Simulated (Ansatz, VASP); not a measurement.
**One calculation of Ni, two programs**

File INCAR:

```
SYSTEM = Ni
ALGO = Normal
EDIFF = 1E-7
ENCUT = 520
GGA = PS
ISIF = 2
ISMEAR = -1
ISPIN = 2
LASPH = .True.
LCHARG = .False.
LMAXMIX = 4
LORBIT = 11
LREAL = .False.
LWAVE = .False.
MAGMOM = 0.623 0.671 0.671
NBANDS = 26
NELM = 150
PREC = Accurate
SIGMA = 0.05
```

KPOINTS

```
k-points
0
Gamma
  10 10 15
  0 0 0
```

The input POSCAR:

```
Ni
1.0
    4.0789736212      0.0000000000      0.0000000000
   -2.0394868106      3.5324947773      0.0000000000
    0.0000000000      0.0000000000      2.4702109056
Ni
3
Direct
    1.0000000000      1.0000000000      0.0000000000
    0.3333333333      0.6666666667      0.5000000000
    0.6666666667      0.3333333333      0.5000000000
```

Input for Ansatz:

```yaml
crystal:
  lattice:
    - [4.0789736212, 0.0, 0.0]
    - [-2.0394868106, 3.5324947773, 0.0]
    - [0.0, 0.0, 2.4702109056]
  atoms:
    - { symbol: Ni, position: [1.0, 1.0, 0.0], spin: 0.623 }
    - { symbol: Ni, position: [0.3333333333, 0.6666666667, 0.5], spin: 0.671 }
    - { symbol: Ni, position: [0.6666666667, 0.3333333333, 0.5], spin: 0.671 }
hamiltonian:
  xc: pbesol
  pseudopotentials:
    kind: paw
    azcp:
      Ni: "pseudopotentials/Ni.paw.azcp"
basis:
  ecutwfc: 420
  fft_grid_basis: typed
kpoints:
  mp_grid: { grid: [10, 10, 15], shift: [0, 0, 0] }
magnetization:
  spin_polarized: true
scf:
  occupations: { method: fermi_dirac, width: 0.05 }
  lower_state_search: "off"
output:
  stress: true
```

Alike in both runs: task single point; functional PBEsol; k mesh 10 × 10 × 15; occupations fermi-dirac, width 0.05 eV; collinear spin.

|  | VASP | Ansatz |
| --- | --- | --- |
| version | VASP 6.6.1 | Ansatz 0.2.0 |
| potentials or method | VASP PAW PBE potentials, release 64 (Ni), cutoff 520 eV | plane waves (420 eV) with PAW, scalar-relativistic |
| valence electrons in the cell | 30 | 54 |

|  | VASP | Ansatz | Ansatz less VASP |
| --- | --- | --- | --- |
| pressure (GPa) | -18.6 | -18.9 | -0.29 |
| traceless stress, the component that is largest in VASP (GPa) | 0.53 | 0.59 | +0.060 |
| net moment per atom (μB) | 0.65 | 0.66 | +0.015 |
| size of the moment on the site where the two differ most (μB) | 0.68 | 0.72 | +0.042 |

VASP's potentials were made for PBE, not for PBEsol, and Ansatz warns of the same on its side. Site moments also hang on the region over which each program counts them. The functional is the same, so the differences come from potentials, cutoffs and numerics. VASP's potentials hold 30 valence electrons a cell and Ansatz's 54, so a difference there can come from the potentials and not from the codes.
